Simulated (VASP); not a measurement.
Here is a VASP 6.6.1 calculation.

Contents of INCAR:

```
ALGO     = Normal         # electronic algorithm
EDIFF    = 1E-6           # SCF threshold, eV
EDIFFG   = -0.01          # ionic threshold
ENCUT    = 600            # plane-wave cutoff, eV
GGA      = CA             # functional
IBRION   = 2              # ionic algorithm
ISIF     = 8              # what is computed and relaxed
ISMEAR   = 1              # smearing method
LASPH    = True           # aspherical terms in the spheres
LCHARG   = False          # write CHGCAR
LREAL    = False          # projectors in reciprocal space
LWAVE    = False          # write WAVECAR
NELM     = 100            # most SCF steps
NSW      = 80             # ionic steps
PREC     = Accurate       # precision mode
SIGMA    = 0.01           # smearing width, eV
```

The input KPOINTS:

```
k-points
0
Gamma
  3 3 3
```

File POSCAR:

```
Rb3ClO
1.0
    5.5336790000      0.0000000000      0.0000000000
    0.0000000000      5.5336790000      0.0000000000
    0.0000000000      0.0000000000      5.5336790000
Rb Cl O
3 1 1
Direct
    0.0000000000      0.0000000000      0.5000000000
    0.0000000000      0.5000000000      0.0000000000
    0.5000000000      0.0000000000      0.0000000000
    0.5000000000      0.5000000000      0.5000000000
    0.0000000000      0.0000000000      0.0000000000
```

Potentials or basis: VASP PAW LDA potentials, release 64 (Rb_sv, Cl, O).

Run with:

```console
$ cat potpaw_LDA.64/Rb_sv/POTCAR potpaw_LDA.64/Cl/POTCAR potpaw_LDA.64/O/POTCAR > POTCAR
$ mpirun -np 1 vasp_std > vasp.out
```

Estimate the band gap on the k mesh.

0.24 eV.

Predict the space group after relaxing (to 0.1 Å).

Pm-3m (No. 221).

Estimate the relaxed cell.

a = 5.282 Å, b = 5.282 Å, c = 5.282 Å, α = 90.00°, β = 90.00°, γ = 90.00°.

The path:
```tsv
step	energy change (eV)	largest force (eV/Å)	pressure (GPa)	volume (Å³)
1	0.0000	0.0000	-2.34	169.45
2	-0.1386	0.0000	-1.34	157.60
3	-0.1832	0.0000	-0.14	148.31
4	-0.1836	0.0000	0.02	147.35
```
